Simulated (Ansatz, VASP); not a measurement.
**One calculation of AlNi3, two programs**

File INCAR:

```
  ALGO = Normal
  EDIFF = 1E-7
  EDIFFG = -0.01
  ENCUT = 590
  GGA = PS
  GGA_COMPAT = False
  IBRION = 2
  ISIF = 3
  ISMEAR = 0
  LASPH = True
  LCHARG = False
  LREAL = False
  LWAVE = False
  NELM = 120
  NELMIN = 4
  NSW = 80
  PREC = Accurate
  SIGMA = 0.1
```

The input KPOINTS:

```
k-points
0
Gamma
  1 1 1
```

POSCAR

```
AlNi3
1.0
    0.0000000000      2.8018887551      2.8018887551
    2.8018887551      0.0000000000      2.8018887551
    2.8018887551      2.8018887551      0.0000000000
Al Ni
1 3
Direct
    0.5000000000      0.5000000000      0.5000000000
    0.2500000000      0.2500000000      0.2500000000
    0.0000000000      0.0000000000      0.0000000000
    0.7500000000      0.7500000000      0.7500000000
```

Input for Ansatz:

```yaml
crystal:
  lattice:
    - [0.0, 2.8018887551, 2.8018887551]
    - [2.8018887551, 0.0, 2.8018887551]
    - [2.8018887551, 2.8018887551, 0.0]
  atoms:
    - { symbol: Al, position: [0.5, 0.5, 0.5] }
    - { symbol: Ni, position: [0.25, 0.25, 0.25] }
    - { symbol: Ni, position: [0.0, 0.0, 0.0] }
    - { symbol: Ni, position: [0.75, 0.75, 0.75] }
basis:
  ecutwfc: 420
kpoints:
  mp_grid: { grid: [1, 1, 1] }
hamiltonian:
  xc: pbesol
scf:
  occupations: { method: gaussian, width: 0.1 }
output:
  forces: true
  stress: true
  eigenvalues: true
relax:
  adjacent_minimum: "off"
  f_tol: 0.01
  max_steps: 60
  cell: { stress_tol: 0.05 }
```

Alike in both runs: task relaxation of cell and atoms; functional PBEsol; k mesh 1 × 1 × 1; occupations gaussian, width 0.1 eV; no spin polarisation.

|  | VASP | Ansatz |
| --- | --- | --- |
| version | VASP 6.6.1 | Ansatz 0.2.0 |
| potentials or method | VASP PAW PBE potentials, release 64 (Al, Ni_sv_GW), cutoff 590 eV | scalar-relativistic, plane waves, PAW |
| valence electrons in the cell | 57 | 57 |

VASP gave:

```
relaxed volume (Å³/atom)                                        : 11.03
relaxed length of the cell vector where the two differ most in proportion (Å) : 3.966
```

Q: What did Ansatz give for the same quantities?

A: Relaxed volume (Å³/atom): 11.18; relaxed length of the cell vector where the two differ most in proportion (Å): 3.985.

VASP's potentials were made for PBE, not for PBEsol.

The k mesh is coarse, so the values compare programs but aren't converged.
